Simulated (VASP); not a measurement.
# CuO (Cccm) in VASP: single point with PBEsol

Aim: the single point of CuO with PBEsol.

All numbers are computed with VASP 6.6.1; they aren't measurements. Logs are shortened: lines on timing, memory, paths and dates and some standing lists are left out, and cuts for length are marked.

### 1 The cell of the first run

The typed cell holds 4 atoms: a = 2.894 Å, b = 2.894 Å, c = 5.092 Å, α = 90.00°, β = 90.00°, γ = 90.02°.

### 2 Single point, PBEsol

Contents of INCAR:

```
  PREC = Accurate
  ENCUT = 520
  EDIFF = 1E-7
  ISMEAR = 0
  SIGMA = 0.1
  LREAL = F
  LASPH = T
  NELM = 100
  ALGO = Normal
  ISIF = 2
  LWAVE = F
  LCHARG = F
  GGA = PS
  NBANDS = 25
```

Contents of KPOINTS:

```
regular mesh
0
Gamma
  14 14 8
```

Contents of POSCAR:

```
CuO
1.0
    2.0461380401     -2.0469547570      0.0000000000
    2.0461380401      2.0469547570      0.0000000000
    0.0000000000      0.0000000000      5.0921157438
Cu O
2 2
Direct
    0.0000000000      0.5000000000      0.0000000000
    0.5000000000      0.0000000000      0.5000000000
    0.5000000000      0.5000000000      0.2500000000
    0.5000000000      0.5000000000      0.7500000000
```

Potentials or basis: VASP PAW PBE potentials, release 64 (Cu, O).

The run is started by

```sh
$ cat potpaw_PBE.64/Cu/POTCAR potpaw_PBE.64/O/POTCAR > POTCAR
$ mpirun -np 1 vasp_std > vasp.out
```

OUTCAR:

```text
PREC = Accurate
   ENCUT = 520
   EDIFF = 1E-7
   ISMEAR = 0
   LREAL = F
   LASPH = T
   NELM = 100
   ISIF = 2
   GGA = PS

 ion  position               nearest neighbor table
   1  0.000  0.500  0.000-   3 1.93   4 1.93   3 1.93   4 1.93
   2  0.500  0.000  0.500-   3 1.93   4 1.93   3 1.93   4 1.93
   3  0.500  0.500  0.250-   1 1.93   2 1.93   2 1.93   1 1.93
   4  0.500  0.500  0.750-   1 1.93   2 1.93   2 1.93   1 1.93

  LATTYP: Found a base centered orthorhombic cell.
 ALAT       =     4.0922760802
 B/A-ratio  =     1.0003991504
 C/A-ratio  =     1.2443236097

  Lattice vectors:

 A1 = (   2.0461380401,  -2.0469547570,   0.0000000000)
 A2 = (   2.0461380401,   2.0469547570,   0.0000000000)
 A3 = (   0.0000000000,   0.0000000000,   5.0921157438)

Analysis of symmetry for initial positions (statically):
=====================================================================
 Subroutine PRICEL returns:
 Original cell was already a primitive cell.

 Routine SETGRP: Setting up the symmetry group for a
 base centered orthorhombic supercell.

 Subroutine GETGRP returns: Found  8 space group operations
 (whereof  4 operations were pure point group operations)
 out of a pool of  8 trial point group operations.

The static configuration has the point symmetry C_2h.
 The point group associated with its full space group is D_2h.

Analysis of symmetry for dynamics (positions and initial velocities):
=====================================================================
 Subroutine PRICEL returns:
 Original cell was already a primitive cell.

 Routine SETGRP: Setting up the symmetry group for a
 base centered orthorhombic supercell.

 Subroutine GETGRP returns: Found  8 space group operations
 (whereof  4 operations were pure point group operations)
 out of a pool of  8 trial point group operations.

The dynamic configuration has the point symmetry C_2h.
 The point group associated with its full space group is D_2h.

 Subroutine INISYM returns: Found  8 space group operations
 (whereof  4 operations are pure point group operations),
 and found     1 'primitive' translations

----------------------------------------------------------------------------------------

                                     Primitive cell

  volume of cell :      42.6551

  direct lattice vectors                    reciprocal lattice vectors
     2.046138040 -2.046954757  0.000000000     0.244362790 -0.244265291  0.000000000
     2.046138040  2.046954757  0.000000000     0.244362790  0.244265291  0.000000000
     0.000000000  0.000000000  5.092115744     0.000000000  0.000000000  0.196382025

  length of vectors
     2.894253730  2.894253730  5.092115744     0.345512237  0.345512237  0.196382025

  position of ions in fractional coordinates (direct lattice)
     0.000000000  0.500000000  0.000000000
     0.500000000  0.000000000  0.500000000
     0.500000000  0.500000000  0.250000000
     0.500000000  0.500000000  0.750000000

  ion indices of the primitive-cell ions
   primitive index   ion index
                 1           1
                 2           2
                 3           3
                 4           4

----------------------------------------------------------------------------------------

 KPOINTS: regular mesh

Automatic generation of k-mesh.
 Grid dimensions read from file:
 generate k-points for:   14   14    8

 Generating k-lattice:

  Cartesian coordinates                     Fractional coordinates (reciprocal lattice)
     0.017454485 -0.017447521  0.000000000     0.071428571  0.000000000  0.000000000
     0.017454485  0.017447521  0.000000000     0.000000000  0.071428571  0.000000000
     0.000000000  0.000000000  0.024547753     0.000000000  0.000000000  0.125000000

  Length of vectors
     0.024679445  0.024679445  0.024547753

  Shift w.r.t. Gamma in fractional coordinates (k-lattice)
     0.000000000  0.000000000  0.000000000

 Subroutine IBZKPT returns following result:
 ===========================================

 Found    285 irreducible k-points:

 Following reciprocal coordinates:
            Coordinates               Weight
  0.000000  0.000000  0.000000      1.000000
  0.071429 -0.000000  0.000000      4.000000
  0.142857  0.000000  0.000000      4.000000
  0.214286 -0.000000  0.000000      4.000000
  0.285714 -0.000000  0.000000      4.000000
  0.357143 -0.000000  0.000000      4.000000
[... 16 lines left out ...]
  0.214286  0.142857  0.000000      4.000000
  0.285714  0.142857  0.000000      4.000000
 [... further k-points ...]
   k-points           NKPTS =    285   k-points in BZ     NKDIM =    285   number of bands    NBANDS=     25
   number of dos      NEDOS =    301   number of ions     NIONS =      4
   total plane-waves  NPLWV =  23040
   dimension x,y,z NGX =    24 NGY =   24 NGZ =   40
   dimension x,y,z NGXF=    48 NGYF=   48 NGZF=   80
   ions per type =               2   2
   NGX,Y,Z   is equivalent  to a cutoff of  13.79, 13.79, 13.06 a.u.
   NGXF,Y,Z  is equivalent  to a cutoff of  27.57, 27.57, 26.12 a.u.
 SYSTEM =  unknown system
   PREC   = accura    normal or accurate (medium, high low for compatibility)
   ISTART =      0    job   : 0-new  1-cont  2-samecut
   ICHARG =      2    charge: 1-file 2-atom 10-const
   ISPIN  =      1    spin polarized calculation?
   LNONCOLLINEAR =      F non collinear calculations
   LSORBIT =      F    spin-orbit coupling
   LASPH  =      T    aspherical Exc in radial PAW
   ENCUT  =  520.0 eV  38.22 Ry    6.18 a.u.   5.38  5.38  9.47*2*pi/ulx,y,z
   NELM   =    100;   NELMIN=  2; NELMDL= -5     # of ELM steps
   EDIFF  = 0.1E-06   stopping-criterion for ELM
   LREAL  =      F    real-space projection
   EDIFFG = 0.1E-05   stopping-criterion for IOM
   NSW    =      0    number of steps for IOM
   IBRION =     -1    ionic relax: 0-MD 1-quasi-New 2-CG
   NFREE  =      0    steps in history (QN), initial steepest desc. (CG)
   ISIF   =      2    stress and relaxation
   ISYM   =      2    0-nonsym 1-usesym 2-fastsym
   POTIM  = 0.5000    time-step for ionic-motion
   TEBEG  =    0.0;   TEEND  =   0.0 temperature during run
   PSTRESS=    0.0 pullay stress
   NELECT =      34.0000    total number of electrons
   NUPDOWN=      -1.0000    fix difference up-down
   EMIN   =  10.00;   EMAX   =-10.00  energy-range for DOS
   EFERMI =   0.00;   METHOD = LEGACY
   ISMEAR =     0;   SIGMA  =   0.10  broadening in eV -4-tet -1-fermi 0-gaus
   EFERMI_NEDOS =   21; number of points for ismear=-14 and -15
   IALGO  =     38    algorithm
   IMIX   =      4    mixing-type and parameters
     AMIX     =   0.40;   BMIX     =  1.00
     AMIX_MAG =   1.60;   BMIX_MAG =  1.00
  volume/ion in A,a.u.               =      10.66        71.96
  Fermi-wavevector in a.u.,A,eV,Ry     =   1.517903  2.868421 31.348221  2.304029
  Thomas-Fermi vector in A             =   2.627096
   LORBIT       =      0    0 simple, 1 ext, 2 COOP (PROOUT), +10 PAW based schemes
   GGA     = PS    functional components
   LHFCALC =     F    Hartree Fock is set to
   AEXX    =    0.0000 exact exchange contribution
   IVDW    =     0    specifies the selected vdW correction
   LEPSILON=     F    determine dielectric tensor
   LRPA    =     F    only Hartree local field effects (RPA)
 non-spin polarized calculation
 Gauss-broadening in eV      SIGMA  =   0.10
  energy-cutoff  :      520.00
  volume of cell :       42.66
 maximum number of plane-waves:      1171
 NGX is ok and might be reduce to    24
   NGX = 11   NGY = 11   NGZ = 19

 number of electron      33.9999966 magnetization

 Free energy of the ion-electron system (eV)
  ---------------------------------------------------
  ext. energy  EPLUGINS =         0.00000000
  ---------------------------------------------------
  free energy    TOTEN  =       -21.48240486 eV

  energy without entropy =      -21.46964253  energy(sigma->0) =      -21.47602370

 E-fermi :   5.2290     XC(G=0): -11.8061

 val. band max:        5.2243459099   @ k =   0.4286   0.2857   0.3750
 cond. band min:       5.2307561450   @ k =   0.3571  -0.0000   0.1250
 fundamental gap:      0.0064102352
 Fermi energy:         5.2289949677

 k-point     1 :       0.0000    0.0000    0.0000
  band No.  band energies     occupation
      1     -14.8624      2.00000
      2     -13.4288      2.00000
      3      -3.3370      2.00000
      4      -0.5019      2.00000
      5      -0.5010      2.00000
      6       1.2521      2.00000
[... 17 lines left out ...]
     24      19.8616      0.00000
     25      20.0630      0.00000

 k-point     2 :       0.0714   -0.0000    0.0000
  band No.  band energies     occupation
      1     -14.8324      2.00000
      2     -13.4197      2.00000
      3      -3.2873      2.00000
      4      -0.5309      2.00000
      5      -0.4870      2.00000
      6       0.9309      2.00000
[... 17 lines left out ...]
     24      19.9574      0.00000
     25      20.1050      0.00000

 k-point     3 :       0.1429    0.0000    0.0000
  band No.  band energies     occupation
      1     -14.7475      2.00000
      2     -13.3946      2.00000
      3      -3.1449      2.00000
      4      -0.6032      2.00000
      5      -0.4463      2.00000
      6       0.2604      2.00000
[... 17 lines left out ...]
     24      20.1644      0.00000
     25      20.2087      0.00000

 k-point     4 :       0.2143   -0.0000    0.0000
  band No.  band energies     occupation
      1     -14.6204      2.00000
      2     -13.3581      2.00000
      3      -2.9304      2.00000
      4      -0.6818      2.00000
      5      -0.4887      2.00000
      6      -0.3862      2.00000
[... 17 lines left out ...]
     24      20.0691      0.00000
     25      20.4313      0.00000
[... 477 lines left out ...]
 k-point    22 :       0.1429    0.1429    0.0000
  band No.  band energies     occupation
      1     -14.6343      2.00000
      2     -13.3625      2.00000
      3      -2.9517      2.00000
      4      -0.5852      2.00000
      5      -0.4997      2.00000
      6       0.1416      2.00000
[... 17 lines left out ...]
     24      18.0911      0.00000
     25      20.4068      0.00000

 k-point    23 :       0.2143    0.1429    0.0000
  band No.  band energies     occupation
      1     -14.5094      2.00000
      2     -13.3280      2.00000
      3      -2.7354      2.00000
      4      -0.6348      2.00000
      5      -0.4581      2.00000
      6      -0.4542      2.00000
[... 17 lines left out ...]
     24      17.9469      0.00000
     25      20.4596      0.00000

 k-point    24 :       0.2857    0.1429    0.0000
  band No.  band energies     occupation
      1     -14.3650      2.00000
      2     -13.2891      2.00000
      3      -2.4808      2.00000
      4      -1.1265      2.00000
      5      -0.6656      2.00000
      6      -0.3884      2.00000
[... 17 lines left out ...]
     24      18.2681      0.00000
     25      20.1477      0.00000

 [... further k-points ...]

------------------------ aborting loop because EDIFF is reached ----------------------------------------

  FORCE on cell =-STRESS in cart. coord.  units (eV):
  Direction    XX          YY          ZZ          XY          YZ          ZX
  --------------------------------------------------------------------------------------
  -------------------------------------------------------------------------------------
  Total        0.1612565      0.1600557      0.2827760      0.0000000      0.0000000      0.0000000
  in kB        6.0569819      6.0118800     10.6213979      0.0000000      0.0000000      0.0000000
  external PRESSURE =       7.5634199 kB  Pullay stress =       0.0000000 kB

 VOLUME and BASIS-vectors are now :
 -----------------------------------------------------------------------------
  energy-cutoff  :      520.00
  volume of cell :       42.66
      direct lattice vectors                 reciprocal lattice vectors
     2.046138040 -2.046954757  0.000000000     0.244362790 -0.244265291  0.000000000
     2.046138040  2.046954757  0.000000000     0.244362790  0.244265291  0.000000000
     0.000000000  0.000000000  5.092115744     0.000000000  0.000000000  0.196382025

 POSITION                                       TOTAL-FORCE (eV/Angst)
 -----------------------------------------------------------------------------------
      1.02307      1.02348      0.00000         0.000000     -0.000000     -0.000000
      1.02307     -1.02348      2.54606         0.000000     -0.000000     -0.000000
      2.04614      0.00000      1.27303         0.000000      0.000000     -0.000000
      2.04614      0.00000      3.81909         0.000000     -0.000000      0.000000
 -----------------------------------------------------------------------------------
    total drift:                                0.000000     -0.000000     -0.000000

  FREE ENERGIE OF THE ION-ELECTRON SYSTEM (eV)
  ---------------------------------------------------
  free  energy   TOTEN  =       -21.4824048647 eV

  energy  without entropy=      -21.4696425323  energy(sigma->0) =      -21.47602370
```

Run time: 2.9 min. Hardware: 1 thread of Intel Xeon Platinum 8488C (Sapphire Rapids), shared host; peak memory 0.35 GiB.

Results:

- Free energy: -21.4824 eV
- Pressure: 0.8 GPa
- Band gap on the k mesh: zero (bands 17 and 18 overlap by 1.21 eV)

Stress tensor (GPa, compression positive):
```
0.61 0.00 0.00
0.00 0.60 0.00
0.00 0.00 1.06
```

Caveat: the PAW data sets were made with another functional, which shifts forces and pressure a little; semilocal functionals often make such compounds metallic where correlation or magnetic order opens a gap, which also shifts bond lengths. With open d or f shells a metallic result of PBEsol can be an artefact of self-interaction; +U or a hybrid may open a gap.
